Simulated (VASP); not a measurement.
# Y (P6_3/mmc) in VASP: further runs

Y is run at these levels: LDA; tasks: single point.

Everything below comes from runs of VASP 6.6.1. Logs are shortened: lines on timing, memory, paths and dates and some standing lists are left out, and cuts for length are marked.

## (1) The cell of the first run

The structure is hexagonal, space group P6_3/mmc (No. 194). The conventional cell has a = 3.548 Å, b = 3.548 Å, c = 5.494 Å, α = 90.00°, β = 90.00°, γ = 120.00°. Y (site symmetry -6m2) has 12 Y at 3.43 to 3.55 Å within 4.5 Å.

## (2) Single point, LDA

Contents of INCAR:

```
ALGO = Fast ; EDIFF = 1E-7
ENCUT = 520 ; ISIF = 2
ISMEAR = 0 ; LASPH = T
LCHARG = F ; LREAL = F
LWAVE = F ; NBANDS = 18
NELM = 80 ; PREC = Accurate
SIGMA = 0.1
```

Contents of KPOINTS:

```
k-points
0
Gamma
  12 12 6
```

Contents of POSCAR:

```
Y
1.0
    3.5482707490      0.0000000028      0.0000000000
   -1.7741353769      3.0728926067      0.0000000000
    0.0000000000      0.0000000000      5.4939439603
Y
2
Direct
    0.3333333333      0.6666666667      0.2500000000
    0.6666666667      0.3333333333      0.7500000000
```

Potentials or basis: VASP PAW LDA potentials, release 64 (Y_sv).

On the command line:

```sh
> cat potpaw_LDA.64/Y_sv/POTCAR > POTCAR
> mpirun -np 1 vasp_std > vasp.out
```

OUTCAR:

```text
EDIFF = 1E-7
   ENCUT = 520
   ISIF = 2
   ISMEAR = 0
   LASPH = T
   LREAL = F
   NELM = 80
   PREC = Accurate

 ion  position               nearest neighbor table
   1  0.333  0.667  0.250-   2 3.43   2 3.43   2 3.43   2 3.43   2 3.43   2 3.43
   2  0.667  0.333  0.750-   1 3.43   1 3.43   1 3.43   1 3.43   1 3.43   1 3.43

  LATTYP: Found a hexagonal cell.
 ALAT       =     3.5482707490
 C/A-ratio  =     1.5483440664

  Lattice vectors:

 A1 = (   3.5482707490,   0.0000000028,   0.0000000000)
 A2 = (  -1.7741353769,   3.0728926067,   0.0000000000)
 A3 = (   0.0000000000,   0.0000000000,   5.4939439603)

Analysis of symmetry for initial positions (statically):
=====================================================================
 Subroutine PRICEL returns:
 Original cell was already a primitive cell.

 Routine SETGRP: Setting up the symmetry group for a
 hexagonal supercell.

 Subroutine GETGRP returns: Found 24 space group operations
 (whereof 12 operations were pure point group operations)
 out of a pool of 24 trial point group operations.

The static configuration has the point symmetry D_3d.
 The point group associated with its full space group is D_6h.

Analysis of symmetry for dynamics (positions and initial velocities):
=====================================================================
 Subroutine PRICEL returns:
 Original cell was already a primitive cell.

 Routine SETGRP: Setting up the symmetry group for a
 hexagonal supercell.

 Subroutine GETGRP returns: Found 24 space group operations
 (whereof 12 operations were pure point group operations)
 out of a pool of 24 trial point group operations.

The dynamic configuration has the point symmetry D_3d.
 The point group associated with its full space group is D_6h.

 Subroutine INISYM returns: Found 24 space group operations
 (whereof 12 operations are pure point group operations),
 and found     1 'primitive' translations

----------------------------------------------------------------------------------------

                                     Primitive cell

  volume of cell :      59.9030

  direct lattice vectors                    reciprocal lattice vectors
     3.548270749  0.000000003  0.000000000     0.281827423  0.162713139  0.000000000
    -1.774135377  3.072892607  0.000000000    -0.000000000  0.325426277  0.000000000
     0.000000000  0.000000000  5.493943960     0.000000000  0.000000000  0.182018602

  length of vectors
     3.548270749  3.548270749  5.493943960     0.325426277  0.325426277  0.182018602

  position of ions in fractional coordinates (direct lattice)
     0.333333333  0.666666667  0.250000000
     0.666666667  0.333333333  0.750000000

  ion indices of the primitive-cell ions
   primitive index   ion index
                 1           1
                 2           2

----------------------------------------------------------------------------------------

 KPOINTS: k-points

Automatic generation of k-mesh.
 Grid dimensions read from file:
 generate k-points for:   12   12    6

 Generating k-lattice:

  Cartesian coordinates                     Fractional coordinates (reciprocal lattice)
     0.023485619  0.013559428  0.000000000     0.083333333 -0.000000000  0.000000000
    -0.000000000  0.027118856  0.000000000     0.000000000  0.083333333  0.000000000
     0.000000000  0.000000000  0.030336434     0.000000000  0.000000000  0.166666667

  Length of vectors
     0.027118856  0.027118856  0.030336434

  Shift w.r.t. Gamma in fractional coordinates (k-lattice)
     0.000000000  0.000000000  0.000000000

 Subroutine IBZKPT returns following result:
 ===========================================

 Found     76 irreducible k-points:

 Following reciprocal coordinates:
            Coordinates               Weight
  0.000000  0.000000  0.000000      1.000000
  0.083333  0.000000  0.000000      6.000000
  0.166667  0.000000  0.000000      6.000000
  0.250000  0.000000  0.000000      6.000000
  0.333333  0.000000  0.000000      6.000000
  0.416667  0.000000  0.000000      6.000000
[... 16 lines left out ...]
  0.250000  0.000000  0.166667     12.000000
  0.333333  0.000000  0.166667     12.000000
 [... further k-points ...]
   k-points           NKPTS =     76   k-points in BZ     NKDIM =     76   number of bands    NBANDS=     18
   number of dos      NEDOS =    301   number of ions     NIONS =      2
   total plane-waves  NPLWV =  32928
   dimension x,y,z NGX =    28 NGY =   28 NGZ =   42
   dimension x,y,z NGXF=    56 NGYF=   56 NGZF=   84
   ions per type =               2
   NGX,Y,Z   is equivalent  to a cutoff of  13.12, 13.12, 12.71 a.u.
   NGXF,Y,Z  is equivalent  to a cutoff of  26.24, 26.24, 25.42 a.u.
 SYSTEM =  unknown system
   PREC   = accura    normal or accurate (medium, high low for compatibility)
   ISTART =      0    job   : 0-new  1-cont  2-samecut
   ICHARG =      2    charge: 1-file 2-atom 10-const
   ISPIN  =      1    spin polarized calculation?
   LNONCOLLINEAR =      F non collinear calculations
   LSORBIT =      F    spin-orbit coupling
   LASPH  =      T    aspherical Exc in radial PAW
   ENCUT  =  520.0 eV  38.22 Ry    6.18 a.u.   6.60  6.60 10.22*2*pi/ulx,y,z
   NELM   =     80;   NELMIN=  2; NELMDL= -5     # of ELM steps
   EDIFF  = 0.1E-06   stopping-criterion for ELM
   LREAL  =      F    real-space projection
   EDIFFG = 0.1E-05   stopping-criterion for IOM
   NSW    =      0    number of steps for IOM
   IBRION =     -1    ionic relax: 0-MD 1-quasi-New 2-CG
   NFREE  =      0    steps in history (QN), initial steepest desc. (CG)
   ISIF   =      2    stress and relaxation
   ISYM   =      2    0-nonsym 1-usesym 2-fastsym
   POTIM  = 0.5000    time-step for ionic-motion
   TEBEG  =    0.0;   TEEND  =   0.0 temperature during run
   PSTRESS=    0.0 pullay stress
   NELECT =      22.0000    total number of electrons
   NUPDOWN=      -1.0000    fix difference up-down
   EMIN   =  10.00;   EMAX   =-10.00  energy-range for DOS
   EFERMI =   0.00;   METHOD = LEGACY
   ISMEAR =     0;   SIGMA  =   0.10  broadening in eV -4-tet -1-fermi 0-gaus
   EFERMI_NEDOS =   21; number of points for ismear=-14 and -15
   IALGO  =     68    algorithm
   IMIX   =      4    mixing-type and parameters
     AMIX     =   0.40;   BMIX     =  1.00
     AMIX_MAG =   1.60;   BMIX_MAG =  1.00
  volume/ion in A,a.u.               =      29.95       202.12
  Fermi-wavevector in a.u.,A,eV,Ry     =   1.172374  2.215466 18.700682  1.374461
  Thomas-Fermi vector in A             =   2.308804
   LORBIT       =      0    0 simple, 1 ext, 2 COOP (PROOUT), +10 PAW based schemes
   GGA     = CA    functional components
   LHFCALC =     F    Hartree Fock is set to
   AEXX    =    0.0000 exact exchange contribution
   IVDW    =     0    specifies the selected vdW correction
   LEPSILON=     F    determine dielectric tensor
   LRPA    =     F    only Hartree local field effects (RPA)
 non-spin polarized calculation
 RMM-DIIS sequential band-by-band and
 Gauss-broadening in eV      SIGMA  =   0.10
  energy-cutoff  :      520.00
  volume of cell :       59.90
 maximum number of plane-waves:      1644
 NGX is ok and might be reduce to    28
   NGX = 13   NGY = 13   NGZ = 21

 number of electron      21.9999999 magnetization

 Free energy of the ion-electron system (eV)
  ---------------------------------------------------
  ext. energy  EPLUGINS =         0.00000000
  ---------------------------------------------------
  free energy    TOTEN  =       -13.90314749 eV

  energy without entropy =      -13.88549280  energy(sigma->0) =      -13.89432014

 E-fermi :   3.3109     XC(G=0): -10.0069

 val. band max:        3.3014177834   @ k =   0.2500   0.0000   0.0000
 cond. band min:       3.3118706417   @ k =   0.5000   0.0000   0.3333
 fundamental gap:      0.0104528583
 Fermi energy:         3.3109432995

 k-point     1 :       0.0000    0.0000    0.0000
  band No.  band energies     occupation
      1     -38.9565      2.00000
      2     -38.8389      2.00000
      3     -19.4966      2.00000
      4     -18.8440      2.00000
      5     -18.8440      2.00000
      6     -18.7150      2.00000
[... 10 lines left out ...]
     17       6.1311      0.00000
     18       6.1311      0.00000

 k-point     2 :       0.0833    0.0000    0.0000
  band No.  band energies     occupation
      1     -38.9513      2.00000
      2     -38.8373      2.00000
      3     -19.4797      2.00000
      4     -18.8777      2.00000
      5     -18.8558      2.00000
      6     -18.7506      2.00000
[... 10 lines left out ...]
     17       5.9321      0.00000
     18       5.9763      0.00000

 k-point     3 :       0.1667    0.0000    0.0000
  band No.  band energies     occupation
      1     -38.9368      2.00000
      2     -38.8331      2.00000
      3     -19.4310      2.00000
      4     -18.9698      2.00000
      5     -18.8867      2.00000
      6     -18.8453      2.00000
[... 10 lines left out ...]
     17       6.2177      0.00000
     18       6.2928      0.00000

 k-point     4 :       0.2500    0.0000    0.0000
  band No.  band energies     occupation
      1     -38.9160      2.00000
      2     -38.8284      2.00000
      3     -19.3573      2.00000
      4     -19.0962      2.00000
      5     -18.9684      2.00000
      6     -18.9269      2.00000
[... 10 lines left out ...]
     17       6.7769      0.00000
     18       6.9420      0.00000

 k-point     5 :       0.3333    0.0000    0.0000
  band No.  band energies     occupation
      1     -38.8933      2.00000
      2     -38.8256      2.00000
      3     -19.2696      2.00000
      4     -19.2225      2.00000
      5     -19.0855      2.00000
      6     -18.9654      2.00000
[... 10 lines left out ...]
     17       7.5119      0.00000
     18       7.7414      0.00000

 k-point     6 :       0.4167    0.0000    0.0000
  band No.  band energies     occupation
      1     -38.8741      2.00000
      2     -38.8260      2.00000
      3     -19.3146      2.00000
      4     -19.1870      2.00000
      5     -19.1680      2.00000
      6     -18.9928      2.00000
[... 10 lines left out ...]
     17       8.4805      0.00000
     18       8.5527      0.00000

 k-point     7 :       0.5000    0.0000    0.0000
  band No.  band energies     occupation
      1     -38.8658      2.00000
      2     -38.8273      2.00000
      3     -19.3481      2.00000
      4     -19.1977      2.00000
      5     -19.1477      2.00000
      6     -19.0027      2.00000
[... 10 lines left out ...]
     17       9.1611      0.00000
     18       9.3492      0.00000

 k-point     8 :       0.0833    0.0833    0.0000
  band No.  band energies     occupation
      1     -38.9415      2.00000
      2     -38.8344      2.00000
      3     -19.4469      2.00000
      4     -18.9334      2.00000
      5     -18.8910      2.00000
      6     -18.8042      2.00000
[... 10 lines left out ...]
     17       6.0004      0.00000
     18       6.2312      0.00000
[... 229 lines left out ...]
     17       8.4016      0.00000
     18       8.8587      0.00000

 k-point    20 :       0.0000    0.0000    0.1667
  band No.  band energies     occupation
      1     -38.9487      2.00000
      2     -38.8469      2.00000
      3     -19.4441      2.00000
      4     -18.8354      2.00000
      5     -18.8354      2.00000
      6     -18.7237      2.00000
[... 10 lines left out ...]
     17       6.4751      0.00000
     18       6.4751      0.00000

 k-point    21 :       0.0833    0.0000    0.1667
  band No.  band energies     occupation
      1     -38.9437      2.00000
      2     -38.8450      2.00000
      3     -19.4305      2.00000
      4     -18.8673      2.00000
      5     -18.8467      2.00000
      6     -18.7804      2.00000
[... 10 lines left out ...]
     17       6.3832      0.00000
     18       6.4416      0.00000

 k-point    22 :       0.1667    0.0000    0.1667
  band No.  band energies     occupation
      1     -38.9299      2.00000
      2     -38.8401      2.00000
      3     -19.3931      2.00000
      4     -18.9539      2.00000
      5     -18.8825      2.00000
      6     -18.8764      2.00000
[... 10 lines left out ...]
     17       6.3759      0.00000
     18       6.5538      0.00000

 k-point    23 :       0.2500    0.0000    0.1667
  band No.  band energies     occupation
      1     -38.9102      2.00000
      2     -38.8343      2.00000
      3     -19.3457      2.00000
      4     -19.0668      2.00000
      5     -19.0028      2.00000
      6     -18.9151      2.00000
[... 10 lines left out ...]
     17       6.8740      0.00000
     18       6.9248      0.00000

 k-point    24 :       0.3333    0.0000    0.1667
  band No.  band energies     occupation
      1     -38.8887      2.00000
      2     -38.8301      2.00000
      3     -19.3287      2.00000
      4     -19.1590      2.00000
      5     -19.0942      2.00000
      6     -18.9524      2.00000
[... 10 lines left out ...]
     17       7.5314      0.00000
     18       7.6020      0.00000

 [... further k-points ...]
[... 5 lines left out ...]
  --------------------------------------------------------------------------------------
  -------------------------------------------------------------------------------------
  Total       -0.0550943     -0.0550943     -0.0497261     -0.0000000      0.0000000      0.0000000
  in kB       -1.4735648     -1.4735648     -1.3299839     -0.0000000      0.0000000      0.0000000
  external PRESSURE =      -1.4257045 kB  Pullay stress =       0.0000000 kB

 VOLUME and BASIS-vectors are now :
 -----------------------------------------------------------------------------
  energy-cutoff  :      520.00
  volume of cell :       59.90
      direct lattice vectors                 reciprocal lattice vectors
     3.548270749  0.000000003  0.000000000     0.281827423  0.162713139  0.000000000
    -1.774135377  3.072892607  0.000000000    -0.000000000  0.325426277  0.000000000
     0.000000000  0.000000000  5.493943960     0.000000000  0.000000000  0.182018602

 POSITION                                       TOTAL-FORCE (eV/Angst)
 -----------------------------------------------------------------------------------
     -0.00000      2.04860      1.37349         0.000000     -0.000000      0.000000
      1.77414      1.02430      4.12046        -0.000000      0.000000      0.000000
 -----------------------------------------------------------------------------------
    total drift:                                0.000000     -0.000000      0.000000

  FREE ENERGIE OF THE ION-ELECTRON SYSTEM (eV)
  ---------------------------------------------------
  free  energy   TOTEN  =       -13.9031474892 eV

  energy  without entropy=      -13.8854927965  energy(sigma->0) =      -13.89432014
```

It took 3.6 min on 1 thread of AMD EPYC 7R13, shared host; peak memory 0.19 GiB.

What came out:

```yaml
Free_energy: -13.9031 eV
Pressure: -0.1 GPa
Band_gap_on_the_k_mesh: zero (bands 11 and 12 overlap by 1.79 eV)
```

## (3) Single point, LDA

Contents of INCAR:

```
PREC = Accurate
ENCUT = 520
EDIFF = 1E-6
ISMEAR = 0
SIGMA = 0.1
LREAL = False
LASPH = True
NELM = 80
ALGO = Fast
ISIF = 2
LWAVE = False
LCHARG = True
GGA = CA
LELF = True
LVHAR = True
NBANDS = 18
```

Contents of KPOINTS:

```
Automatic mesh
0
Gamma
  12 12 6
```

POSCAR is that of step 2.

Potentials or basis: VASP PAW LDA potentials, release 64 (Y_sv).

On the command line:

```sh
> cat potpaw_LDA.64/Y_sv/POTCAR > POTCAR
> mpirun -np 1 vasp_std > vasp.out
```

It took 3.1 min on 1 thread of AMD EPYC 7R13, shared host; peak memory 0.19 GiB.

The run converged. Its results:

```yaml
Free_energy: -13.9031 eV
Pressure: -0.1 GPa
Band_gap_on_the_k_mesh: zero (bands 11 and 12 overlap by 1.79 eV)
```

Levels at points of the mesh, in eV from the Fermi level:
```csv
k point,band 8,band 9,band 10,band 11,band 12,band 13,band 14,band 15
"(0.00, 0.00, 0.00)",-21.97,-4.83,-2.03,1.35,1.72,1.72,2.19,2.42
"(0.50, 0.00, 0.00)",-22.10,-1.75,-1.41,-0.97,0.05,1.38,1.58,2.26
"(0.00, 0.00, 0.50)",-22.09,-3.25,-3.25,1.01,1.01,1.61,1.61,1.61
"(0.50, 0.00, 0.50)",-22.17,-1.83,-1.83,0.03,0.03,1.67,1.67,2.86
```
